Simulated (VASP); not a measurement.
**Pt: single point with BLYP**

The system is Pt.

```
Pt
1.0
    -1.61365    1.61365    1.61365
     1.61365   -1.61365    1.61365
     1.61365    1.61365   -1.61365
Pt
1
Direct
  0.00000 0.00000 0.00000
```

```json
{
 "Program": "VASP 6.6.1",
 "Task": "single point",
 "Functional": "BLYP",
 "Potentials or basis": "VASP PAW PBE potentials, release 64 (Pt)",
 "Cutoff": "520 eV",
 "k mesh": "12 × 12 × 12",
 "Occupations": "fermi-dirac, width 0.05 eV",
 "Spin": "no spin polarisation",
 "Dipole correction": "no",
 "Further INCAR settings": "ALGO = Normal; EDIFF = 1e-06; NBANDS = 11"
}
```

| Property | Result |
| --- | --- |
| Pressure | 0.9 GPa |
| Band gap on the k mesh | zero (band 5 reaches 10.60 eV, above the bottom of band 6 at 8.66 eV) |

Levels at points of the mesh, in eV from the Fermi level:
| k point | band 3 | band 4 | band 5 | band 6 | band 7 | band 8 |
| --- | --- | --- | --- | --- | --- | --- |
| (0.00, 0.00, 0.00) | -3.14 | -3.14 | -0.87 | -0.87 | 17.41 | 17.41 |
| (0.50, 0.00, 0.00) | -1.05 | -0.60 | 0.76 | 0.97 | 5.85 | 13.52 |
| (0.50, 0.50, 0.50) | 0.50 | 0.50 | 0.50 | 7.73 | 7.73 | 7.73 |

It took 15 s on 1 thread of Intel(R) Xeon(R) Platinum 8375C CPU @ 2.90GHz (Ice Lake), with other jobs on the host, peak memory 0.15 GiB.

Caveat: the PAW data sets were made with another functional, which shifts forces and pressure a little; spin-orbit coupling is left out, which moves the levels of the heavy elements.
